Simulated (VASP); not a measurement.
# Ga (Fm-3m) in VASP: a series of runs

Ga is run at these levels: LDA; tasks: single point.

Everything below comes from runs of VASP 6.6.1. Logs are shortened: lines on timing, memory, paths and dates and some standing lists are left out, and cuts for length are marked.

## 1. The cell of the first run

The structure is cubic, space group Fm-3m (No. 225). Conventional cell: a = 4.096 Å, b = 4.096 Å, c = 4.096 Å, α = 90.00°, β = 90.00°, γ = 90.00°. Within 3.8 Å of Ga (site symmetry m-3m) lie 12 Ga at 2.90 Å.

## 2. Single point, LDA

Input file INCAR:

```
SYSTEM = Ga
PREC     = Accurate       ! precision mode
ENCUT    = 520            ! plane-wave cutoff, eV
EDIFF    = 1E-7           ! SCF threshold, eV
ISMEAR   = -1             ! smearing method
SIGMA    = 0.1            ! smearing width, eV
LREAL    = .FALSE.        ! projectors in reciprocal space
LASPH    = .TRUE.         ! aspherical terms in the spheres
NELM     = 60             ! most SCF steps
ALGO     = Normal         ! electronic algorithm
ISIF     = 2              ! what is computed and relaxed
LWAVE    = .FALSE.        ! write WAVECAR
LCHARG   = .FALSE.        ! write CHGCAR
GGA      = CA             ! functional
NBANDS   = 12             ! bands
```

Input file KPOINTS:

```
Automatic mesh
0
G
  22 22 22
  0 0 0
```

Input file POSCAR:

```
Ga
1.0
    0.0000000000      2.0482379200      2.0482379200
    2.0482379200      0.0000000000      2.0482379200
    2.0482379200      2.0482379200      0.0000000000
Ga
1
Direct
    0.0000000000      0.0000000000      0.0000000000
```

Potentials or basis: VASP PAW LDA potentials, release 64 (Ga_d).

Run with:

```console
> cat potpaw_LDA.64/Ga_d/POTCAR > POTCAR
> mpirun -np 1 vasp_std > vasp.out
```

OUTCAR:

```text
SYSTEM = Ga
   PREC = Accurate
   ENCUT = 520
   EDIFF = 1E-7
   ISMEAR = -1
   LREAL = .FALSE.
   LASPH = .TRUE.
   NELM = 60
   ISIF = 2
   GGA = CA

 ion  position               nearest neighbor table
   1  0.000  0.000  0.000-

  LATTYP: Found a face centered cubic cell.
 ALAT       =     4.0964758400

  Lattice vectors:

 A1 = (   0.0000000000,   2.0482379200,   2.0482379200)
 A2 = (   2.0482379200,   0.0000000000,   2.0482379200)
 A3 = (   2.0482379200,   2.0482379200,   0.0000000000)

Analysis of symmetry for initial positions (statically):
=====================================================================
 Subroutine PRICEL returns:
 Original cell was already a primitive cell.

 Routine SETGRP: Setting up the symmetry group for a
 face centered cubic supercell.

 Subroutine GETGRP returns: Found 48 space group operations
 (whereof 48 operations were pure point group operations)
 out of a pool of 48 trial point group operations.

The static configuration has the point symmetry O_h .

Analysis of symmetry for dynamics (positions and initial velocities):
=====================================================================
 Subroutine PRICEL returns:
 Original cell was already a primitive cell.

 Routine SETGRP: Setting up the symmetry group for a
 face centered cubic supercell.

 Subroutine GETGRP returns: Found 48 space group operations
 (whereof 48 operations were pure point group operations)
 out of a pool of 48 trial point group operations.

The dynamic configuration has the point symmetry O_h .

 Subroutine INISYM returns: Found 48 space group operations
 (whereof 48 operations are pure point group operations),
 and found     1 'primitive' translations

----------------------------------------------------------------------------------------

                                     Primitive cell

  volume of cell :      17.1859

  direct lattice vectors                    reciprocal lattice vectors
     0.000000000  2.048237920  2.048237920    -0.244112266  0.244112266  0.244112266
     2.048237920  0.000000000  2.048237920     0.244112266 -0.244112266  0.244112266
     2.048237920  2.048237920  0.000000000     0.244112266  0.244112266 -0.244112266

  length of vectors
     2.896645845  2.896645845  2.896645845     0.422814847  0.422814847  0.422814847

  position of ions in fractional coordinates (direct lattice)
     0.000000000  0.000000000  0.000000000

  ion indices of the primitive-cell ions
   primitive index   ion index
                 1           1

----------------------------------------------------------------------------------------

 KPOINTS: Automatic mesh

Automatic generation of k-mesh.
 Grid dimensions read from file:
 generate k-points for:   22   22   22

 Generating k-lattice:

  Cartesian coordinates                     Fractional coordinates (reciprocal lattice)
    -0.011096012  0.011096012  0.011096012     0.045454545  0.000000000  0.000000000
     0.011096012 -0.011096012  0.011096012     0.000000000  0.045454545  0.000000000
     0.011096012  0.011096012 -0.011096012     0.000000000  0.000000000  0.045454545

  Length of vectors
     0.019218857  0.019218857  0.019218857

  Shift w.r.t. Gamma in fractional coordinates (k-lattice)
     0.000000000  0.000000000  0.000000000

 Subroutine IBZKPT returns following result:
 ===========================================

 Found    328 irreducible k-points:

 Following reciprocal coordinates:
            Coordinates               Weight
  0.000000  0.000000  0.000000      1.000000
  0.045455  0.000000  0.000000      8.000000
  0.090909  0.000000  0.000000      8.000000
  0.136364  0.000000  0.000000      8.000000
  0.181818  0.000000  0.000000      8.000000
  0.227273  0.000000  0.000000      8.000000
[... 16 lines left out ...]
  0.500000  0.045455  0.000000     24.000000
 -0.454545  0.045455  0.000000     24.000000
 [... further k-points ...]
   k-points           NKPTS =    328   k-points in BZ     NKDIM =    328   number of bands    NBANDS=     12
   number of dos      NEDOS =    301   number of ions     NIONS =      1
   total plane-waves  NPLWV =  13824
   dimension x,y,z NGX =    24 NGY =   24 NGZ =   24
   dimension x,y,z NGXF=    48 NGYF=   48 NGZF=   48
   ions per type =               1
   NGX,Y,Z   is equivalent  to a cutoff of  13.77, 13.77, 13.77 a.u.
   NGXF,Y,Z  is equivalent  to a cutoff of  27.55, 27.55, 27.55 a.u.
 SYSTEM =  Ga
   PREC   = accura    normal or accurate (medium, high low for compatibility)
   ISTART =      0    job   : 0-new  1-cont  2-samecut
   ICHARG =      2    charge: 1-file 2-atom 10-const
   ISPIN  =      1    spin polarized calculation?
   LNONCOLLINEAR =      F non collinear calculations
   LSORBIT =      F    spin-orbit coupling
   LASPH  =      T    aspherical Exc in radial PAW
   ENCUT  =  520.0 eV  38.22 Ry    6.18 a.u.   5.39  5.39  5.39*2*pi/ulx,y,z
   NELM   =     60;   NELMIN=  2; NELMDL= -5     # of ELM steps
   EDIFF  = 0.1E-06   stopping-criterion for ELM
   LREAL  =      F    real-space projection
   EDIFFG = 0.1E-05   stopping-criterion for IOM
   NSW    =      0    number of steps for IOM
   IBRION =     -1    ionic relax: 0-MD 1-quasi-New 2-CG
   NFREE  =      0    steps in history (QN), initial steepest desc. (CG)
   ISIF   =      2    stress and relaxation
   ISYM   =      2    0-nonsym 1-usesym 2-fastsym
   POTIM  = 0.5000    time-step for ionic-motion
   TEBEG  =    0.0;   TEEND  =   0.0 temperature during run
   PSTRESS=    0.0 pullay stress
   NELECT =      13.0000    total number of electrons
   NUPDOWN=      -1.0000    fix difference up-down
   EMIN   =  10.00;   EMAX   =-10.00  energy-range for DOS
   EFERMI =   0.00;   METHOD = LEGACY
   ISMEAR =    -1;   SIGMA  =   0.10  broadening in eV -4-tet -1-fermi 0-gaus
   EFERMI_NEDOS =   21; number of points for ismear=-14 and -15
   IALGO  =     38    algorithm
   IMIX   =      4    mixing-type and parameters
     AMIX     =   0.40;   BMIX     =  1.00
     AMIX_MAG =   1.60;   BMIX_MAG =  1.00
  volume/ion in A,a.u.               =      17.19       115.98
  Fermi-wavevector in a.u.,A,eV,Ry     =   1.491645  2.818801 30.273038  2.225006
  Thomas-Fermi vector in A             =   2.604274
   LORBIT       =      0    0 simple, 1 ext, 2 COOP (PROOUT), +10 PAW based schemes
   GGA     = CA    functional components
   LHFCALC =     F    Hartree Fock is set to
   AEXX    =    0.0000 exact exchange contribution
   IVDW    =     0    specifies the selected vdW correction
   LEPSILON=     F    determine dielectric tensor
   LRPA    =     F    only Hartree local field effects (RPA)
 non-spin polarized calculation
  energy-cutoff  :      520.00
  volume of cell :       17.19
 maximum number of plane-waves:       483
 NGX is ok and might be reduce to    24
   NGX = 11   NGY = 11   NGZ = 11

 number of electron      13.0000001 magnetization

 Free energy of the ion-electron system (eV)
  ---------------------------------------------------
  ext. energy  EPLUGINS =         0.00000000
  ---------------------------------------------------
  free energy    TOTEN  =        -3.56600580 eV

  energy without entropy =       -3.55260686  energy(sigma->0) =       -3.55930633

 E-fermi :   6.2516     XC(G=0): -11.8128

 val. band max:        6.2339183126   @ k =  -0.3182   0.1364   0.0000
 cond. band min:       6.2843326140   @ k =  -0.3636   0.3636   0.0455
 fundamental gap:      0.0504143014
 Fermi energy:         6.2516341503

 k-point     1 :       0.0000    0.0000    0.0000
  band No.  band energies     occupation
      1      -8.8688      2.00000
      2      -8.8688      2.00000
      3      -8.8688      2.00000
      4      -8.7159      2.00000
      5      -8.7159      2.00000
      6      -5.5772      2.00000
      7      19.3325      0.00000
      8      19.3325      0.00000
      9      19.3325      0.00000
     10      22.7116      0.00000
     11      23.1985      0.00000
     12      23.1985      0.00000

 k-point     2 :       0.0455    0.0000    0.0000
  band No.  band energies     occupation
      1      -8.8698      2.00000
      2      -8.8656      2.00000
      3      -8.8656      2.00000
      4      -8.7165      2.00000
      5      -8.7165      2.00000
      6      -5.5206      2.00000
      7      18.5284      0.00000
      8      19.1971      0.00000
      9      19.1971      0.00000
     10      22.0152      0.00000
     11      23.4166      0.00000
     12      23.4166      0.00000

 k-point     3 :       0.0909    0.0000    0.0000
  band No.  band energies     occupation
      1      -8.8732      2.00000
      2      -8.8568      2.00000
      3      -8.8568      2.00000
      4      -8.7176      2.00000
      5      -8.7176      2.00000
      6      -5.3499      2.00000
      7      16.7990      0.00000
      8      18.8657      0.00000
      9      18.8657      0.00000
     10      21.6792      0.00000
     11      23.9809      0.00000
     12      23.9809      0.00000

 k-point     4 :       0.1364    0.0000    0.0000
  band No.  band energies     occupation
      1      -8.8799      2.00000
      2      -8.8453      2.00000
      3      -8.8453      2.00000
      4      -8.7169      2.00000
      5      -8.7169      2.00000
      6      -5.0637      2.00000
      7      14.8490      0.00000
      8      18.4609      0.00000
      9      18.4609      0.00000
     10      21.4893      0.00000
     11      24.6741      0.00000
     12      24.6741      0.00000

 k-point     5 :       0.1818    0.0000    0.0000
  band No.  band energies     occupation
      1      -8.8903      2.00000
      2      -8.8356      2.00000
      3      -8.8356      2.00000
      4      -8.7109      2.00000
      5      -8.7109      2.00000
      6      -4.6603      2.00000
      7      12.8912      0.00000
      8      18.0598      0.00000
      9      18.0598      0.00000
     10      21.3465      0.00000
     11      24.9027      0.00000
     12      24.9027      0.00000
[... 228 lines left out ...]
      1      -8.9598      2.00000
      2      -8.8577      2.00000
      3      -8.8487      2.00000
      4      -8.6252      2.00000
      5      -8.6013      2.00000
      6      -1.1708      2.00000
      7       4.8060      2.00000
      8      16.2889      0.00000
      9      16.7498      0.00000
     10      20.2554      0.00000
     11      22.6517      0.00000
     12      22.6811      0.00000

 k-point    22 :       0.4545    0.0455    0.0000
  band No.  band energies     occupation
      1      -8.9693      2.00000
      2      -8.8632      2.00000
      3      -8.8547      2.00000
      4      -8.6064      2.00000
      5      -8.5896      2.00000
      6      -0.1166      2.00000
      7       3.3507      2.00000
      8      16.3429      0.00000
      9      16.4751      0.00000
     10      20.1560      0.00000
     11      22.2042      0.00000
     12      22.8401      0.00000

 k-point    23 :       0.5000    0.0455    0.0000
  band No.  band energies     occupation
      1      -8.9738      2.00000
      2      -8.8655      2.00000
      3      -8.8581      2.00000
      4      -8.5952      2.00000
      5      -8.5863      2.00000
      6       0.9750      2.00000
      7       2.0766      2.00000
      8      16.2394      0.00000
      9      16.4755      0.00000
     10      20.1978      0.00000
     11      21.8949      0.00000
     12      22.8867      0.00000

 k-point    24 :      -0.4545    0.0455    0.0000
  band No.  band energies     occupation
      1      -8.9727      2.00000
      2      -8.8643      2.00000
      3      -8.8582      2.00000
      4      -8.5924      2.00000
      5      -8.5921      2.00000
      6       0.6252      2.00000
      7       2.4630      2.00000
      8      16.0584      0.00000
      9      16.6775      0.00000
     10      20.3681      0.00000
     11      21.7339      0.00000
     12      22.6126      0.00000

 [... further k-points ...]
[... 5 lines left out ...]
  --------------------------------------------------------------------------------------
  -------------------------------------------------------------------------------------
  Total       -0.0150929     -0.0150929     -0.0150929      0.0000000     -0.0000000      0.0000000
  in kB       -1.4070562     -1.4070562     -1.4070562      0.0000000     -0.0000000      0.0000000
  external PRESSURE =      -1.4070562 kB  Pullay stress =       0.0000000 kB

 VOLUME and BASIS-vectors are now :
 -----------------------------------------------------------------------------
  energy-cutoff  :      520.00
  volume of cell :       17.19
      direct lattice vectors                 reciprocal lattice vectors
     0.000000000  2.048237920  2.048237920    -0.244112266  0.244112266  0.244112266
     2.048237920  0.000000000  2.048237920     0.244112266 -0.244112266  0.244112266
     2.048237920  2.048237920  0.000000000     0.244112266  0.244112266 -0.244112266

 POSITION                                       TOTAL-FORCE (eV/Angst)
 -----------------------------------------------------------------------------------
      0.00000      0.00000      0.00000         0.000000      0.000000      0.000000
 -----------------------------------------------------------------------------------
    total drift:                               -0.000000      0.000000     -0.000000

  FREE ENERGIE OF THE ION-ELECTRON SYSTEM (eV)
  ---------------------------------------------------
  free  energy   TOTEN  =        -3.5660057965 eV

  energy  without entropy=       -3.5526068604  energy(sigma->0) =       -3.55930633
```

Run time: 16 s. Hardware: 1 thread of Intel Xeon 6975P-C (Granite Rapids), shared host; peak memory 0.17 GiB.

What came out:

| Item | Value |
| --- | --- |
| Free energy | -3.5660 eV |
| Pressure | -0.1 GPa |

(Continued in part 2 of 2.)
